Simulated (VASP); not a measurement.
**TaZn2B3: single point with PBE**

The system is TaZn2B3.

```
Ta Zn B
1.0
     3.00975    0.00000    0.00000
     0.00000    3.00975    0.00000
     0.00000    0.00000    7.26099
Ta Zn B
1 2 3
Direct
  0.00000 0.00000 0.00000
  0.00000 0.00000 0.34542
  0.00000 0.00000 0.65458
  0.50000 0.50000 0.24037
  0.50000 0.50000 0.50000
  0.50000 0.50000 0.75963
```

The cell was generated, and may not be a known phase.

| Quantity | Value |
| --- | --- |
| Program | VASP 6.6.1 |
| Task | single point |
| Functional | PBE |
| Potentials or basis | VASP PAW PBE potentials, release 64 (Ta_pv, Zn, B) |
| Cutoff | 520 eV |
| k mesh | 6 × 6 × 4 |
| Occupations | gaussian, width 0.1 eV |
| Spin | no spin polarisation |

* Pressure: 0.5 GPa
* Largest force: 0.047 eV/Å
* Band gap on the k mesh: zero (bands 22 and 23 overlap by 2.95 eV)

Forces on the atoms (eV/Å):
```
Ta   0.000  0.000  0.000
Zn   0.000  0.000 -0.047
Zn   0.000  0.000  0.047
B    0.000  0.000 -0.020
B    0.000  0.000  0.000
B    0.000  0.000  0.020
```

Stress tensor (GPa, compression positive):
```
0.42 0.00 0.00
0.00 0.42 0.00
0.00 0.00 0.74
```

Levels at points of the mesh, in eV from the Fermi level:
| k point | band 19 | band 20 | band 21 | band 22 | band 23 | band 24 | band 25 | band 26 |
| --- | --- | --- | --- | --- | --- | --- | --- | --- |
| (0.00, 0.00, 0.00) | -2.06 | -0.55 | -0.55 | 0.13 | 0.13 | 2.58 | 3.93 | 4.70 |
| (0.50, 0.00, 0.00) | -3.86 | -3.18 | -1.51 | 0.53 | 2.40 | 2.79 | 3.53 | 3.61 |
| (0.50, 0.50, 0.00) | -4.04 | -3.75 | -2.72 | -0.14 | -0.09 | 0.92 | 0.92 | 1.01 |
| (0.00, 0.00, 0.50) | -1.05 | -1.05 | -0.96 | 1.58 | 1.58 | 2.32 | 2.32 | 2.74 |
| (0.50, 0.00, 0.50) | -3.02 | -2.32 | -1.97 | 0.60 | 2.21 | 2.33 | 3.20 | 3.32 |
| (0.50, 0.50, 0.50) | -3.14 | -3.01 | -2.08 | -2.03 | -1.36 | -1.00 | -1.00 | 3.70 |

Run time: 91 s on 1 thread of Oxide Virtual Turin-like Processor, with other jobs on the host, peak memory 0.18 GiB.

Caveat: spin-orbit coupling is left out, which moves the levels of the heavy elements.
